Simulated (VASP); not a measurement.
# CuO (Cc) in VASP: single point with LDA+U

Aim: the single point of CuO with LDA+U.

Everything below comes from runs of VASP 6.6.1. Logs are shortened: lines on timing, memory, paths and dates and some standing lists are left out, and cuts for length are marked.

**1. The cell of the first run**

The structure is monoclinic, space group Cc (No. 9). Conventional cell: a = 4.689 Å, b = 3.427 Å, c = 5.132 Å, α = 90.00°, β = 99.65°, γ = 90.00°. Within 2.5 Å of Cu (site symmetry 1) lie 4 O at 1.91 to 2.02 Å. O (site symmetry 1) has 4 Cu at 1.91 to 2.02 Å within 2.5 Å.

**2. Single point, LDA+U**

Contents of INCAR:

```
SYSTEM = CuO
ALGO = Normal
EDIFF = 1E-6
ENCUT = 820
GGA_COMPAT = .False.
ISIF = 2
ISMEAR = 0
LASPH = .True.
LCHARG = .False.
LDAU = .True.
LDAUJ = 0 0
LDAUL = 2 -1
LDAUPRINT = 1
LDAUTYPE = 2
LDAUU = 8 0
LMAXMIX = 4
LREAL = .False.
LWAVE = .False.
NBANDS = 33
NELM = 200
PREC = Accurate
SIGMA = 0.05
```

Contents of KPOINTS:

```
k-points
0
Gamma
  7 7 4
  0 0 0
```

Contents of POSCAR:

```
CuO
1.0
    2.3446497600     -1.7133998200      0.0000000000
    2.3446497600      1.7133998200      0.0000000000
   -0.8605499100      0.0000000000      5.0594394800
Cu O
2 2
Direct
    0.0032000000      0.4968000000      0.0000000000
    0.4968000000      0.0032000000      0.5000000000
    0.5714000000      0.4056000000      0.2537000000
    0.4056000000      0.5714000000      0.7537000000
```

Potentials or basis: VASP PAW LDA potentials, release 64 (Cu_sv_GW, O).

Started as:

```
cat potpaw_LDA.64/Cu_sv_GW/POTCAR potpaw_LDA.64/O/POTCAR > POTCAR
mpirun -np 1 vasp_std > vasp.out
```

OUTCAR:

```text
SYSTEM = CuO
   EDIFF = 1E-6
   ENCUT = 820
   ISIF = 2
   ISMEAR = 0
   LASPH = .True.
   LREAL = .False.
   NELM = 200
   PREC = Accurate

 ion  position               nearest neighbor table
   1  0.003  0.497  0.000-   4 1.91   3 1.93   4 1.98   3 2.02
   2  0.497  0.003  0.500-   3 1.91   4 1.93   3 1.98   4 2.02
   3  0.571  0.406  0.254-   2 1.91   1 1.93   2 1.98   1 2.02
   4  0.406  0.571  0.754-   1 1.91   2 1.93   1 1.98   2 2.02

  LATTYP: Found a base centered monoclinic cell.
 ALAT       =     4.6892995200
 B/A-ratio  =     0.7307700490
 C/A-ratio  =     1.0944283419
 COS(beta)  =    -0.1676798045

  Lattice vectors:

 A1 = (   2.3446497600,  -1.7133998200,   0.0000000000)
 A2 = (   2.3446497600,   1.7133998200,   0.0000000000)
 A3 = (  -0.8605499100,   0.0000000000,   5.0594394800)

Analysis of symmetry for initial positions (statically):
=====================================================================
 Subroutine PRICEL returns:
 Original cell was already a primitive cell.

 Routine SETGRP: Setting up the symmetry group for a
 base centered monoclinic supercell.

 Subroutine GETGRP returns: Found  2 space group operations
 (whereof  1 operations were pure point group operations)
 out of a pool of  4 trial point group operations.

The static configuration has the point symmetry C_1 .
 The point group associated with its full space group is C_1h.

Analysis of symmetry for dynamics (positions and initial velocities):
=====================================================================
 Subroutine PRICEL returns:
 Original cell was already a primitive cell.

 Routine SETGRP: Setting up the symmetry group for a
 base centered monoclinic supercell.

 Subroutine GETGRP returns: Found  2 space group operations
 (whereof  1 operations were pure point group operations)
 out of a pool of  4 trial point group operations.

The dynamic configuration has the point symmetry C_1 .
 The point group associated with its full space group is C_1h.

 Subroutine INISYM returns: Found  2 space group operations
 (whereof  1 operations are pure point group operations),
 and found     1 'primitive' translations

----------------------------------------------------------------------------------------

                                     Primitive cell

  volume of cell :      40.6508

  direct lattice vectors                    reciprocal lattice vectors
     2.344649760 -1.713399820  0.000000000     0.213251467 -0.291817470  0.036271514
     2.344649760  1.713399820  0.000000000     0.213251467  0.291817470  0.036271514
    -0.860549910  0.000000000  5.059439480     0.000000000  0.000000000  0.197650353

  length of vectors
     2.903983719  2.903983719  5.132102298     0.363248188  0.363248188  0.197650353

  position of ions in fractional coordinates (direct lattice)
     0.003200000  0.496800000  0.000000000
     0.496800000  0.003200000  0.500000000
     0.571400000  0.405600000  0.253700000
     0.405600000  0.571400000  0.753700000

  ion indices of the primitive-cell ions
   primitive index   ion index
                 1           1
                 2           2
                 3           3
                 4           4

----------------------------------------------------------------------------------------

 KPOINTS: k-points

Automatic generation of k-mesh.
 Grid dimensions read from file:
 generate k-points for:    7    7    4
[... 98 lines left out ...]
   LRPA    =     F    only Hartree local field effects (RPA)
 non-spin polarized calculation
 Gauss-broadening in eV      SIGMA  =   0.05
  energy-cutoff  :      820.00
  volume of cell :       40.65
 maximum number of plane-waves:      2180
   NGX = 13   NGY = 13   NGZ = 23

atom =   1  type =  1  l = 2

 onsite density matrix

spin component  1

  0.9343 -0.0126  0.0090  0.0092 -0.0032
 -0.0126  0.8824  0.0006  0.0858 -0.0277
  0.0090  0.0006  0.9497 -0.0012 -0.0007
  0.0092  0.0858 -0.0012  0.8332  0.0361
 -0.0032 -0.0277 -0.0007  0.0361  0.9350

spin component  2

  0.9343 -0.0126  0.0090  0.0092 -0.0032
 -0.0126  0.8824  0.0006  0.0858 -0.0277
  0.0090  0.0006  0.9497 -0.0012 -0.0007
  0.0092  0.0858 -0.0012  0.8332  0.0361
 -0.0032 -0.0277 -0.0007  0.0361  0.9350

 occupancies and eigenvectors

  o =  0.7555  v =  0.0854  0.5830 -0.0096 -0.7695  0.2463  0.0000  0.0000  0.0000  0.0000  0.0000      0.0000  0.0000  0.0000  0.0000  0.0000  0.0000  0.0000  0.0000  0.0000  0.0000
  o =  0.7555  v =  0.0000  0.0000  0.0000  0.0000  0.0000  0.0854  0.5830 -0.0096 -0.7695  0.2463      0.0000  0.0000  0.0000  0.0000  0.0000  0.0000  0.0000  0.0000  0.0000  0.0000
  o =  0.9303  v =  0.8797  0.1449 -0.4052  0.1903 -0.0693  0.0000  0.0000  0.0000  0.0000  0.0000      0.0000  0.0000  0.0000  0.0000  0.0000  0.0000  0.0000  0.0000  0.0000  0.0000
  o =  0.9303  v =  0.0000  0.0000  0.0000  0.0000  0.0000  0.8797  0.1449 -0.4052  0.1903 -0.0693      0.0000  0.0000  0.0000  0.0000  0.0000  0.0000  0.0000  0.0000  0.0000  0.0000
  o =  0.9461  v = -0.0187 -0.2750 -0.2196 -0.4673 -0.8108  0.0000  0.0000  0.0000  0.0000  0.0000      0.0000  0.0000  0.0000  0.0000  0.0000  0.0000  0.0000  0.0000  0.0000  0.0000
  o =  0.9461  v =  0.0000  0.0000  0.0000  0.0000  0.0000 -0.0187 -0.2750 -0.2196 -0.4673 -0.8108      0.0000  0.0000  0.0000  0.0000  0.0000  0.0000  0.0000  0.0000  0.0000  0.0000
  o =  0.9478  v =  0.0000  0.0000  0.0000  0.0000  0.0000 -0.0987  0.7093  0.2955  0.3553 -0.5231      0.0000  0.0000  0.0000  0.0000  0.0000  0.0000  0.0000  0.0000  0.0000  0.0000
  o =  0.9478  v = -0.0987  0.7093  0.2955  0.3553 -0.5231  0.0000  0.0000  0.0000  0.0000  0.0000      0.0000  0.0000  0.0000  0.0000  0.0000  0.0000  0.0000  0.0000  0.0000  0.0000
  o =  0.9547  v =  0.0000  0.0000  0.0000  0.0000  0.0000 -0.4569  0.2458 -0.8367  0.1648  0.0588      0.0000  0.0000  0.0000  0.0000  0.0000  0.0000  0.0000  0.0000  0.0000  0.0000
  o =  0.9547  v = -0.4569  0.2458 -0.8367  0.1648  0.0588  0.0000  0.0000  0.0000  0.0000  0.0000      0.0000  0.0000  0.0000  0.0000  0.0000  0.0000  0.0000  0.0000  0.0000  0.0000

atom =   2  type =  1  l = 2

 onsite density matrix

spin component  1

  0.9343 -0.0126 -0.0090 -0.0092  0.0032
 -0.0126  0.8824 -0.0006 -0.0858  0.0277
 -0.0090 -0.0006  0.9497 -0.0012 -0.0007
 -0.0092 -0.0858 -0.0012  0.8332  0.0361
  0.0032  0.0277 -0.0007  0.0361  0.9350

spin component  2

  0.9343 -0.0126 -0.0090 -0.0092  0.0032
 -0.0126  0.8824 -0.0006 -0.0858  0.0277
 -0.0090 -0.0006  0.9497 -0.0012 -0.0007
 -0.0092 -0.0858 -0.0012  0.8332  0.0361
  0.0032  0.0277 -0.0007  0.0361  0.9350

 occupancies and eigenvectors

  o =  0.7555  v = -0.0854 -0.5830 -0.0096 -0.7695  0.2463  0.0000  0.0000  0.0000  0.0000  0.0000      0.0000  0.0000  0.0000  0.0000  0.0000  0.0000  0.0000  0.0000  0.0000  0.0000
  o =  0.7555  v =  0.0000  0.0000  0.0000  0.0000  0.0000 -0.0854 -0.5830 -0.0096 -0.7695  0.2463      0.0000  0.0000  0.0000  0.0000  0.0000  0.0000  0.0000  0.0000  0.0000  0.0000
  o =  0.9303  v =  0.8797  0.1449  0.4052 -0.1903  0.0693  0.0000  0.0000  0.0000  0.0000  0.0000      0.0000  0.0000  0.0000  0.0000  0.0000  0.0000  0.0000  0.0000  0.0000  0.0000
  o =  0.9303  v =  0.0000  0.0000  0.0000  0.0000  0.0000  0.8797  0.1449  0.4052 -0.1903  0.0693      0.0000  0.0000  0.0000  0.0000  0.0000  0.0000  0.0000  0.0000  0.0000  0.0000
  o =  0.9461  v =  0.0187  0.2750 -0.2196 -0.4673 -0.8108  0.0000  0.0000  0.0000  0.0000  0.0000      0.0000  0.0000  0.0000  0.0000  0.0000  0.0000  0.0000  0.0000  0.0000  0.0000
  o =  0.9461  v =  0.0000  0.0000  0.0000  0.0000  0.0000  0.0187  0.2750 -0.2196 -0.4673 -0.8108      0.0000  0.0000  0.0000  0.0000  0.0000  0.0000  0.0000  0.0000  0.0000  0.0000
  o =  0.9478  v =  0.0000  0.0000  0.0000  0.0000  0.0000  0.0987 -0.7093  0.2955  0.3553 -0.5231      0.0000  0.0000  0.0000  0.0000  0.0000  0.0000  0.0000  0.0000  0.0000  0.0000
  o =  0.9478  v =  0.0987 -0.7093  0.2955  0.3553 -0.5231  0.0000  0.0000  0.0000  0.0000  0.0000      0.0000  0.0000  0.0000  0.0000  0.0000  0.0000  0.0000  0.0000  0.0000  0.0000
  o =  0.9547  v =  0.0000  0.0000  0.0000  0.0000  0.0000 -0.4569  0.2458  0.8367 -0.1648 -0.0588      0.0000  0.0000  0.0000  0.0000  0.0000  0.0000  0.0000  0.0000  0.0000  0.0000
  o =  0.9547  v = -0.4569  0.2458  0.8367 -0.1648 -0.0588  0.0000  0.0000  0.0000  0.0000  0.0000      0.0000  0.0000  0.0000  0.0000  0.0000  0.0000  0.0000  0.0000  0.0000  0.0000

 number of electron      49.9999991 magnetization

 Free energy of the ion-electron system (eV)
  ---------------------------------------------------
  ext. energy  EPLUGINS =         0.00000000
  ---------------------------------------------------
  free energy    TOTEN  =       -16.55623898 eV

  energy without entropy =      -16.55295197  energy(sigma->0) =      -16.55459548

 E-fermi :   4.7292     XC(G=0): -12.7580

 val. band max:        4.6950366800   @ k =   0.4286   0.2857   0.5000
 cond. band min:       4.7372239069   @ k =  -0.1429  -0.0000   0.2500
 fundamental gap:      0.0421872269
 Fermi energy:         4.7292170157

 k-point     1 :       0.0000    0.0000    0.0000
  band No.  band energies     occupation
      1    -104.7127      2.00000
      2    -104.7120      2.00000
      3     -62.8908      2.00000
      4     -62.8906      2.00000
      5     -62.8822      2.00000
      6     -62.8721      2.00000
[... 853 lines left out ...]
     32      20.1224      0.00000
     33      21.1226      0.00000

 [... further k-points ...]

------------------------ aborting loop because EDIFF is reached ----------------------------------------

  FORCE on cell =-STRESS in cart. coord.  units (eV):
  Direction    XX          YY          ZZ          XY          YZ          ZX
  --------------------------------------------------------------------------------------
  -------------------------------------------------------------------------------------
  Total       -2.9209840     -2.2563254     -3.5035380      0.0000000      0.0000000      0.0012921
  in kB     -115.1252722    -88.9289624   -138.0855760      0.0000000      0.0000000      0.0509273
  external PRESSURE =    -114.0466035 kB  Pullay stress =       0.0000000 kB

 VOLUME and BASIS-vectors are now :
 -----------------------------------------------------------------------------
  energy-cutoff  :      820.00
  volume of cell :       40.65
      direct lattice vectors                 reciprocal lattice vectors
     2.344649760 -1.713399820  0.000000000     0.213251467 -0.291817470  0.036271514
     2.344649760  1.713399820  0.000000000     0.213251467  0.291817470  0.036271514
    -0.860549910  0.000000000  5.059439480     0.000000000  0.000000000  0.197650353

 POSITION                                       TOTAL-FORCE (eV/Angst)
 -----------------------------------------------------------------------------------
      1.17232      0.84573      0.00000        -0.535919      0.274065      0.211248
      0.74205     -0.84573      2.52972        -0.535919     -0.274065      0.211248
      2.07240     -0.28408      1.28358         0.535919      0.396291     -0.211248
      1.64213      0.28408      3.81330         0.535919     -0.396291     -0.211248
 -----------------------------------------------------------------------------------
    total drift:                                0.007468      0.000000     -0.005118

  FREE ENERGIE OF THE ION-ELECTRON SYSTEM (eV)
  ---------------------------------------------------
  free  energy   TOTEN  =       -16.5562389774 eV

  energy  without entropy=      -16.5529519743  energy(sigma->0) =      -16.55459548
```

Run time: 2.3 min. Hardware: 1 thread of AMD EPYC 7R13 (Zen 3), shared host; peak memory 0.24 GiB.

What came out:

| Item | Value |
| --- | --- |
| Free energy | -16.5562 eV |
| Pressure | -11.4 GPa |
| Largest force | 0.699 eV/Å |
| Band gap on the k mesh | zero (bands 25 and 26 overlap by 0.83 eV) |

Forces in eV/Å, atoms in the order of the input:
```
Cu  -0.536  0.274  0.211
Cu  -0.536 -0.274  0.211
O    0.536  0.396 -0.211
O    0.536 -0.396 -0.211
```

Eigenvalues of the final occupation matrices:
```csv
site,spin,trace,eigenvalues
site 1 d,1,4.53,0.76 0.93 0.95 0.95 0.95
site 1 d,2,4.53,0.76 0.93 0.95 0.95 0.95
site 2 d,1,4.53,0.76 0.93 0.95 0.95 0.95
site 2 d,2,4.53,0.76 0.93 0.95 0.95 0.95
```

Caveat: the cell stands under tension; U without spin polarisation on a metal has little footing.

The gap in the log of VASP goes by the Fermi energy; the results here count the filled bands.